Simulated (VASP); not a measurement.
# Cu (P6/mmm) in VASP: single point with PBE

Aim: the single point of Cu with PBE.

Program: VASP 6.6.1. These are calculated values, not measurements. Logs are shortened: lines on timing, memory, paths and dates and some standing lists are left out, and cuts for length are marked.

### Step 1. The cell of the first run

The structure is hexagonal, space group P6/mmm (No. 191). Conventional cell: a = 4.091 Å, b = 4.091 Å, c = 2.683 Å, α = 90.00°, β = 90.00°, γ = 120.00°. Within 3.5 Å of Cu (site symmetry 6/mmm) lie 14 Cu at 2.68 to 2.72 Å. Within 3.1 Å of Cu (site symmetry -6m2) lie 11 Cu at 2.36 to 2.72 Å.

This isn't the form of Cu at room conditions, which is fcc.

### Step 2. Single point, PBE (Ti replaced by Cu, lengths x 0.895, strained)

Input file INCAR:

```
PREC = Accurate ; ENCUT = 520
EDIFF = 1E-6 ; ISMEAR = 0
SIGMA = 0.1 ; LREAL = False
LASPH = True ; NELM = 80
ALGO = Fast ; ISIF = 2
LWAVE = False ; LCHARG = True
GGA = PE ; LELF = True
LVHAR = True ; NBANDS = 24
```

Input file KPOINTS:

```
regular mesh
0
Gamma
  12 12 16
```

Input file POSCAR:

```
Cu
1.0
    4.0906619337      0.0000000000      0.0000000000
   -2.0453309669      3.5426171529      0.0000000000
    0.0000000000      0.0000000000      2.6830285810
Cu
3
Direct
    0.0000000000      0.0000000000      0.0000000000
    0.3333333333      0.6666666667      0.5000000000
    0.6666666667      0.3333333333      0.5000000000
```

Potentials or basis: VASP PAW PBE potentials, release 64 (Cu).

Command:

```
cat potpaw_PBE.64/Cu/POTCAR > POTCAR
mpirun -np 1 vasp_std > vasp.out
```

OUTCAR:

```text
PREC = Accurate
   ENCUT = 520
   EDIFF = 1E-6
   ISMEAR = 0
   LREAL = False
   LASPH = True
   NELM = 80
   ISIF = 2
   GGA = PE

 ion  position               nearest neighbor table
   1  0.000  0.000  0.000-   2 2.72   3 2.72   2 2.72   3 2.72   3 2.72   3 2.72   2 2.72   2 2.72
                             3 2.72   3 2.72   2 2.72   2 2.72
   2  0.333  0.667  0.500-   3 2.36   3 2.36   3 2.36   1 2.72   1 2.72   1 2.72   1 2.72   1 2.72
                             1 2.72
   3  0.667  0.333  0.500-   2 2.36   2 2.36   2 2.36   1 2.72   1 2.72   1 2.72   1 2.72   1 2.72
                             1 2.72

  LATTYP: Found a hexagonal cell.
 ALAT       =     4.0906619337
 C/A-ratio  =     0.6558910574

  Lattice vectors:

 A1 = (   4.0906619337,   0.0000000000,   0.0000000000)
 A2 = (  -2.0453309669,   3.5426171529,   0.0000000000)
 A3 = (   0.0000000000,   0.0000000000,   2.6830285810)

Analysis of symmetry for initial positions (statically):
=====================================================================
 Subroutine PRICEL returns:
 Original cell was already a primitive cell.

 Routine SETGRP: Setting up the symmetry group for a
 hexagonal supercell.

 Subroutine GETGRP returns: Found 24 space group operations
 (whereof 24 operations were pure point group operations)
 out of a pool of 24 trial point group operations.

The static configuration has the point symmetry D_6h.

Analysis of symmetry for dynamics (positions and initial velocities):
=====================================================================
 Subroutine PRICEL returns:
 Original cell was already a primitive cell.

 Routine SETGRP: Setting up the symmetry group for a
 hexagonal supercell.

 Subroutine GETGRP returns: Found 24 space group operations
 (whereof 24 operations were pure point group operations)
 out of a pool of 24 trial point group operations.

The dynamic configuration has the point symmetry D_6h.

 Subroutine INISYM returns: Found 24 space group operations
 (whereof 24 operations are pure point group operations),
 and found     1 'primitive' translations

----------------------------------------------------------------------------------------

                                     Primitive cell

  volume of cell :      38.8815

  direct lattice vectors                    reciprocal lattice vectors
     4.090661934  0.000000000  0.000000000     0.244459214  0.141138593  0.000000000
    -2.045330967  3.542617153  0.000000000     0.000000000  0.282277186  0.000000000
     0.000000000  0.000000000  2.683028581     0.000000000  0.000000000  0.372713137

  length of vectors
     4.090661934  4.090661934  2.683028581     0.282277186  0.282277186  0.372713137

  position of ions in fractional coordinates (direct lattice)
     0.000000000  0.000000000  0.000000000
     0.333333333  0.666666667  0.500000000
     0.666666667  0.333333333  0.500000000

  ion indices of the primitive-cell ions
   primitive index   ion index
                 1           1
                 2           2
                 3           3

----------------------------------------------------------------------------------------

 KPOINTS: regular mesh

Automatic generation of k-mesh.
 Grid dimensions read from file:
 generate k-points for:   12   12   16

 Generating k-lattice:

  Cartesian coordinates                     Fractional coordinates (reciprocal lattice)
     0.020371601  0.011761549  0.000000000     0.083333333  0.000000000  0.000000000
     0.000000000  0.023523099  0.000000000     0.000000000  0.083333333  0.000000000
     0.000000000  0.000000000  0.023294571     0.000000000  0.000000000  0.062500000

  Length of vectors
     0.023523099  0.023523099  0.023294571

  Shift w.r.t. Gamma in fractional coordinates (k-lattice)
     0.000000000  0.000000000  0.000000000

 Subroutine IBZKPT returns following result:
 ===========================================

 Found    171 irreducible k-points:

 Following reciprocal coordinates:
            Coordinates               Weight
  0.000000  0.000000  0.000000      1.000000
  0.083333  0.000000  0.000000      6.000000
  0.166667 -0.000000  0.000000      6.000000
  0.250000  0.000000  0.000000      6.000000
  0.333333  0.000000  0.000000      6.000000
  0.416667  0.000000  0.000000      6.000000
[... 16 lines left out ...]
  0.250000  0.000000  0.062500     12.000000
  0.333333  0.000000  0.062500     12.000000
 [... further k-points ...]
   k-points           NKPTS =    171   k-points in BZ     NKDIM =    171   number of bands    NBANDS=     24
   number of dos      NEDOS =    301   number of ions     NIONS =      3
   total plane-waves  NPLWV =  18000
   dimension x,y,z NGX =    30 NGY =   30 NGZ =   20
   dimension x,y,z NGXF=    60 NGYF=   60 NGZF=   40
   ions per type =               3
   NGX,Y,Z   is equivalent  to a cutoff of  12.19, 12.19, 12.39 a.u.
   NGXF,Y,Z  is equivalent  to a cutoff of  24.38, 24.38, 24.78 a.u.
 SYSTEM =  unknown system
   PREC   = accura    normal or accurate (medium, high low for compatibility)
   ISTART =      0    job   : 0-new  1-cont  2-samecut
   ICHARG =      2    charge: 1-file 2-atom 10-const
   ISPIN  =      1    spin polarized calculation?
   LNONCOLLINEAR =      F non collinear calculations
   LSORBIT =      F    spin-orbit coupling
   LASPH  =      T    aspherical Exc in radial PAW
   ENCUT  =  520.0 eV  38.22 Ry    6.18 a.u.   7.61  7.61  4.99*2*pi/ulx,y,z
   NELM   =     80;   NELMIN=  2; NELMDL= -5     # of ELM steps
   EDIFF  = 0.1E-05   stopping-criterion for ELM
   LREAL  =      F    real-space projection
   EDIFFG = 0.1E-04   stopping-criterion for IOM
   NSW    =      0    number of steps for IOM
   IBRION =     -1    ionic relax: 0-MD 1-quasi-New 2-CG
   NFREE  =      0    steps in history (QN), initial steepest desc. (CG)
   ISIF   =      2    stress and relaxation
   ISYM   =      2    0-nonsym 1-usesym 2-fastsym
   POTIM  = 0.5000    time-step for ionic-motion
   TEBEG  =    0.0;   TEEND  =   0.0 temperature during run
   PSTRESS=    0.0 pullay stress
   NELECT =      33.0000    total number of electrons
   NUPDOWN=      -1.0000    fix difference up-down
   EMIN   =  10.00;   EMAX   =-10.00  energy-range for DOS
   EFERMI =   0.00;   METHOD = LEGACY
   ISMEAR =     0;   SIGMA  =   0.10  broadening in eV -4-tet -1-fermi 0-gaus
   EFERMI_NEDOS =   21; number of points for ismear=-14 and -15
   IALGO  =     68    algorithm
   IMIX   =      4    mixing-type and parameters
     AMIX     =   0.40;   BMIX     =  1.00
     AMIX_MAG =   1.60;   BMIX_MAG =  1.00
  volume/ion in A,a.u.               =      12.96        87.46
  Fermi-wavevector in a.u.,A,eV,Ry     =   1.550000  2.929076 32.688008  2.402501
  Thomas-Fermi vector in A             =   2.654726
   LORBIT       =      0    0 simple, 1 ext, 2 COOP (PROOUT), +10 PAW based schemes
   GGA     = PE    functional components
   LHFCALC =     F    Hartree Fock is set to
   AEXX    =    0.0000 exact exchange contribution
   IVDW    =     0    specifies the selected vdW correction
   LEPSILON=     F    determine dielectric tensor
   LRPA    =     F    only Hartree local field effects (RPA)
 non-spin polarized calculation
 RMM-DIIS sequential band-by-band and
 Gauss-broadening in eV      SIGMA  =   0.10
  energy-cutoff  :      520.00
  volume of cell :       38.88
 maximum number of plane-waves:      1096
   NGX = 15   NGY = 15   NGZ =  9

 number of electron      33.0000026 magnetization

 Free energy of the ion-electron system (eV)
  ---------------------------------------------------
  ext. energy  EPLUGINS =         0.00000000
  ---------------------------------------------------
  free energy    TOTEN  =       -10.81424360 eV

  energy without entropy =      -10.80766430  energy(sigma->0) =      -10.81095395

 E-fermi :   6.4694     XC(G=0): -12.1804

 val. band max:        6.4686054485   @ k =   0.3333   0.1667   0.3125
 cond. band min:       6.4802544334   @ k =   0.2500   0.0833   0.0625
 fundamental gap:      0.0116489849
 Fermi energy:         6.4693978691

 k-point     1 :       0.0000    0.0000    0.0000
  band No.  band energies     occupation
      1      -2.1736      2.00000
      2       2.4653      2.00000
      3       3.1943      2.00000
      4       3.1943      2.00000
      5       3.2730      2.00000
      6       3.2730      2.00000
[... 16 lines left out ...]
     23      18.1118      0.00000
     24      23.4139      0.00000

 k-point     2 :       0.0833    0.0000    0.0000
  band No.  band energies     occupation
      1      -2.0855      2.00000
      2       2.4764      2.00000
      3       3.0167      2.00000
      4       3.0979      2.00000
      5       3.3006      2.00000
      6       3.4349      2.00000
[... 16 lines left out ...]
     23      18.2390      0.00000
     24      23.4488      0.00000

 k-point     3 :       0.1667   -0.0000    0.0000
  band No.  band energies     occupation
      1      -1.8233      2.00000
      2       2.4747      2.00000
      3       2.7918      2.00000
      4       3.0280      2.00000
      5       3.1567      2.00000
      6       3.5775      2.00000
[... 16 lines left out ...]
     23      18.6139      0.00000
     24      23.5545      0.00000

 k-point     4 :       0.2500    0.0000    0.0000
  band No.  band energies     occupation
      1      -1.3935      2.00000
      2       2.3344      2.00000
      3       2.6500      2.00000
      4       2.9481      2.00000
      5       3.0053      2.00000
      6       3.5404      2.00000
[... 16 lines left out ...]
     23      19.2189      0.00000
     24      23.7321      0.00000

 k-point     5 :       0.3333    0.0000    0.0000
  band No.  band energies     occupation
      1      -0.8094      2.00000
      2       2.0873      2.00000
      3       2.2881      2.00000
      4       2.9573      2.00000
      5       3.0165      2.00000
      6       3.4651      2.00000
[... 16 lines left out ...]
     23      20.7299      0.00000
     24      23.9512      0.00000

 k-point     6 :       0.4167    0.0000    0.0000
  band No.  band energies     occupation
      1      -0.0951      2.00000
      2       1.5018      2.00000
      3       2.0484      2.00000
      4       3.0410      2.00000
      5       3.0806      2.00000
      6       3.3583      2.00000
[... 16 lines left out ...]
     23      22.5008      0.00000
     24      22.9472      0.00000
[... 379 lines left out ...]
 k-point    21 :       0.0833    0.0000    0.0625
  band No.  band energies     occupation
      1      -2.0013      2.00000
      2       2.5085      2.00000
      3       3.0011      2.00000
      4       3.0773      2.00000
      5       3.2706      2.00000
      6       3.3905      2.00000
[... 16 lines left out ...]
     23      17.2811      0.00000
     24      24.5438      0.00000

 k-point    22 :       0.1667   -0.0000    0.0625
  band No.  band energies     occupation
      1      -1.7400      2.00000
      2       2.5107      2.00000
      3       2.7915      2.00000
      4       3.0140      2.00000
      5       3.1426      2.00000
      6       3.6056      2.00000
[... 16 lines left out ...]
     23      17.6213      0.00000
     24      24.6829      0.00000

 k-point    23 :       0.2500    0.0000    0.0625
  band No.  band energies     occupation
      1      -1.3120      2.00000
      2       2.3680      2.00000
      3       2.6767      2.00000
      4       2.9390      2.00000
      5       2.9961      2.00000
      6       3.5650      2.00000
[... 16 lines left out ...]
     23      18.4659      0.00000
     24      24.5855      0.00000

 k-point    24 :       0.3333    0.0000    0.0625
  band No.  band energies     occupation
      1      -0.7307      2.00000
      2       2.1282      2.00000
      3       2.3218      2.00000
      4       2.9611      2.00000
      5       3.0104      2.00000
      6       3.4878      2.00000
[... 16 lines left out ...]
     23      20.7559      0.00000
     24      23.2737      0.00000

 [... further k-points ...]

------------------------ aborting loop because EDIFF is reached ----------------------------------------

  FORCE on cell =-STRESS in cart. coord.  units (eV):
  Direction    XX          YY          ZZ          XY          YZ          ZX
  --------------------------------------------------------------------------------------
  -------------------------------------------------------------------------------------
  Total       -0.1629875     -0.1629875     -2.9884007      0.0000000      0.0000000      0.0000000
  in kB       -6.7161702     -6.7161702   -123.1420269      0.0000000      0.0000000      0.0000000
  external PRESSURE =     -45.5247891 kB  Pullay stress =       0.0000000 kB

 VOLUME and BASIS-vectors are now :
 -----------------------------------------------------------------------------
  energy-cutoff  :      520.00
  volume of cell :       38.88
      direct lattice vectors                 reciprocal lattice vectors
     4.090661934  0.000000000  0.000000000     0.244459214  0.141138593  0.000000000
    -2.045330967  3.542617153  0.000000000     0.000000000  0.282277186  0.000000000
     0.000000000  0.000000000  2.683028581     0.000000000  0.000000000  0.372713137

 POSITION                                       TOTAL-FORCE (eV/Angst)
 -----------------------------------------------------------------------------------
      0.00000      0.00000      0.00000         0.000000      0.000000     -0.000000
     -0.00000      2.36174      1.34151         0.000000      0.000000      0.000000
      2.04533      1.18087      1.34151        -0.000000      0.000000     -0.000000
 -----------------------------------------------------------------------------------
    total drift:                               -0.000000      0.000000      0.000000

  FREE ENERGIE OF THE ION-ELECTRON SYSTEM (eV)
  ---------------------------------------------------
  free  energy   TOTEN  =       -10.8142435990 eV

  energy  without entropy=      -10.8076642968  energy(sigma->0) =      -10.81095395
```

Run time: 83 s. Hardware: 1 thread of Intel Xeon 6975P-C (Granite Rapids), shared host; peak memory 0.23 GiB.

What came out:

```
Free energy            : -10.8142 eV
Pressure               : -4.6 GPa
Band gap on the k mesh : zero (an odd number of electrons rules out a gap without spin polarisation)
```

Levels at points of the mesh, in eV from the Fermi level:
```tsv
k point	band 14	band 15	band 16	band 17	band 18	band 19
(0.00, 0.00, 0.00)	-2.34	-1.47	-1.47	4.94	4.94	4.98
(0.50, 0.00, 0.00)	-1.70	-1.70	-1.42	-1.40	-0.01	4.39
(0.00, 0.00, 0.50)	-1.53	-1.32	-0.68	-0.33	8.10	8.10
(0.50, 0.00, 0.50)	-1.59	-1.39	0.17	0.65	2.71	2.95
```

Caveat: the cell differs from its parent crystal (Ti replaced by Cu, lengths x 0.895, strained); the cell stands under tension.
